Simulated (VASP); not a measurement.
A run of VASP 6.6.1 is set up as follows.

INCAR

```
PREC = Accurate
ENCUT = 520
EDIFF = 1E-6
ISMEAR = 0
SIGMA = 0.1
LREAL = False
LASPH = True
NELM = 60
ALGO = Normal
ISIF = 2
LWAVE = False
LCHARG = False
GGA = PE
NBANDS = 10
```

File KPOINTS:

```
Automatic mesh
0
Gamma
  14 14 14
```

File POSCAR:

```
Na
1.0
   -2.0737500242      2.0737500242      2.0737500242
    2.0737500242     -2.0737500242      2.0737500242
    2.0737500242      2.0737500242     -2.0737500242
Na
1
Direct
    0.0000000000      0.0000000000      0.0000000000
```

Potentials or basis: VASP PAW PBE potentials, release 64 (Na_pv).

Run with:

```bash
$ cat potpaw_PBE.64/Na_pv/POTCAR > POTCAR
$ mpirun -np 1 vasp_std > vasp.out
```

Question: What does it give for the pressure?

Answer: 0.3 GPa.
